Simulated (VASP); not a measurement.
In4Sb3As: single point with r2SCAN

In4Sb3As:

```xyz
8
Lattice="4.5638 0.0000 0.0000 0.0000 4.5638 0.0000 0.0000 0.0000 12.8713" Properties=species:S:1:pos:R:3 pbc="T T T"
As    0.0000    0.0000    0.0000
In    0.0000    2.2819   11.4253
In    2.2819    0.0000    8.1017
In    0.0000    2.2819    4.7696
In    2.2819    0.0000    1.4461
Sb    2.2819    2.2819    9.7627
Sb    0.0000    0.0000    6.4357
Sb    2.2819    2.2819    3.1087
```

| Quantity | Value |
| --- | --- |
| Program | VASP 6.6.1 |
| Task | single point |
| Functional | r2SCAN |
| Potentials or basis | VASP PAW PBE potentials, release 64 (As, In_d, Sb) |
| Cutoff | 520 eV |
| k mesh | 6 × 6 × 2 |
| Occupations | fermi-dirac, width 0.02 eV |
| Spin | no spin polarisation |

```
Pressure               : 0.0 GPa
Band gap on the k mesh : zero (filled and empty bands touch)
```

Levels at points of the mesh, in eV from the Fermi level:
| k point | band 33 | band 34 | band 35 | band 36 | band 37 | band 38 | band 39 | band 40 |
| --- | --- | --- | --- | --- | --- | --- | --- | --- |
| (0.00, 0.00, 0.00) | -1.28 | -0.10 | -0.05 | 0.00 | 0.00 | 1.56 | 1.67 | 1.93 |
| (0.50, 0.00, 0.00) | -1.02 | -0.91 | -0.88 | -0.85 | 0.56 | 1.01 | 2.20 | 2.55 |
| (0.50, 0.50, 0.00) | -2.32 | -2.28 | -2.28 | -2.22 | 1.58 | 1.69 | 1.69 | 1.70 |
| (0.00, 0.00, 0.50) | -0.68 | -0.68 | -0.41 | -0.41 | 1.39 | 1.41 | 1.81 | 1.84 |
| (0.50, 0.00, 0.50) | -1.61 | -0.89 | -0.88 | -0.87 | 1.27 | 1.79 | 1.86 | 1.99 |
| (0.50, 0.50, 0.50) | -2.57 | -2.57 | -2.50 | -2.45 | 2.39 | 2.39 | 2.41 | 2.46 |

Wall time 31 min on 1 thread of Intel Xeon 8259CL (shared host), peak memory 0.5 GiB.

Caveat: semilocal functionals underestimate gaps, and a narrow one can read as zero; the PAW data sets were made with another functional, which shifts forces and pressure a little; spin-orbit coupling is left out, which moves the levels of the heavy elements.
